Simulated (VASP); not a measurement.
Write the native input for VASP 6.6.1 that does the following.

```yaml
Task: single point
Functional: PBE
Potentials_or_basis: VASP PAW PBE potentials, release 64 (Al, H)
Cutoff: 520 eV
k_mesh: 5 × 4 × 1
Occupations: gaussian, width 0.1 eV
Spin: no spin polarisation
Dipole_correction: yes
Further_INCAR_settings: LREAL = Auto; ALGO = Normal; EDIFF = 1e-07; NBANDS = 40
```

The structure of Al8H lies in POSCAR:

```
Al8H
1.0
    5.7135165837      0.0000000000      0.0000000000
    0.0000000000      8.0801326415      0.0000000000
    0.0000000000      0.0000000000     22.2432786975
Al H
16 2
Direct
    0.2500000000      0.2500000000      0.1798296040
    0.2500000000      0.7500000000      0.1798296040
    0.7500000000      0.2500000000      0.1798296040
    0.7500000000      0.7500000000      0.1798296040
    0.0000000000      0.0000000000      0.2440458181
    0.0000000000      0.5000000000      0.2440458181
    0.5000000000      0.0000000000      0.2440458181
    0.5000000000      0.5000000000      0.2440458181
    0.2500000000      0.2500000000      0.3102598702
    0.2500000000      0.7500000000      0.3102598702
    0.7500000000      0.2500000000      0.3102598702
    0.7500000000      0.7500000000      0.3102598702
    0.0000000000      0.0000000000      0.3705963860
    0.0000000000      0.5000000000      0.3705963860
    0.5000000000      0.0000000000      0.3705963860
    0.5000000000      0.5000000000      0.3705963860
    0.2500000000      0.1574891424      0.4052135847
    0.2500000000      0.3425108576      0.4052135847
```

The input as run:

INCAR

```
ALGO = Normal
DIPOL = 0.5 0.5 0.291
EDIFF = 1E-7
ENCUT = 520
GGA = PE
IDIPOL = 3
ISIF = 2
ISMEAR = 0
LASPH = True
LCHARG = False
LDIPOL = True
LREAL = Auto
LWAVE = False
NBANDS = 40
NELM = 100
PREC = Accurate
SIGMA = 0.1
```

KPOINTS

```
k-points
0
Gamma
  5 4 1
```

Potentials or basis: VASP PAW PBE potentials, release 64 (Al, H).

The run is started by

```console
$ cat potpaw_PBE.64/Al/POTCAR potpaw_PBE.64/H/POTCAR > POTCAR
$ mpirun -np 1 vasp_std > vasp.out
```

Results of the run:

| Property | Result |
| --- | --- |
| Largest force | 0.525 eV/Å |
| Band gap on the k mesh | zero (bands 25 and 26 overlap by 0.61 eV) |

Run time: 15 min on 1 thread of Intel(R) Xeon(R) Platinum 8488C (Sapphire Rapids), on a shared host, peak memory 0.89 GiB.
